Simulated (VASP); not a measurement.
Ge:

```
Ge
1.0
     2.84848    0.00000    0.00000
    -1.42424    2.46686    0.00000
     0.00000    0.00000    2.80587
Ge
1
Direct
  0.00000 0.00000 0.00000
```

This isn't the form of Ge at room conditions, which is diamond.

- Program: VASP 6.6.1
- Task: relaxation of cell and atoms
- Functional: PBE
- Potentials or basis: VASP PAW PBE potentials, release 64 (Ge_d)
- Cutoff: 600 eV
- k mesh: 9 × 9 × 6
- Occupations: gaussian, width 0.1 eV
- Spin: no spin polarisation

At the start: pressure -1.4 GPa; volume 19.72 Å³/atom.

How do energy, volume and symmetry change on relaxing?

Over 4 steps the energy falls by 24.2 meV/atom and the volume is 19.05 Å³/atom (-3.4 %); space group P6/mmm (No. 191, to 0.1 Å) before and after.

The path:
| step | energy change (eV) | largest force (eV/Å) | pressure (GPa) | volume (Å³) |
| --- | --- | --- | --- | --- |
| 1 | 0.0000 | 0.0000 | -1.42 | 19.72 |
| 2 | -0.0240 | 0.0000 | -0.44 | 19.20 |
| 3 | -0.0240 | 0.0000 | -0.48 | 19.22 |
| 4 | -0.0242 | 0.0000 | 0.06 | 19.05 |

Final structure:
```cif
data_structure
_symmetry_space_group_name_H-M 'P 1'
_symmetry_Int_Tables_number 1
_cell_length_a 2.8674
_cell_length_b 2.8674
_cell_length_c 2.6758
_cell_angle_alpha 90.000
_cell_angle_beta 90.000
_cell_angle_gamma 120.000
_cell_volume 19.05
loop_
_atom_site_label
_atom_site_type_symbol
_atom_site_fract_x
_atom_site_fract_y
_atom_site_fract_z
_atom_site_occupancy
Ge1 Ge 0.00000 0.00000 0.00000 1
```

Caveat: the k points lie up to 0.39 Å⁻¹ apart in the final cell, too coarse for converged energies and pressures of a metal.
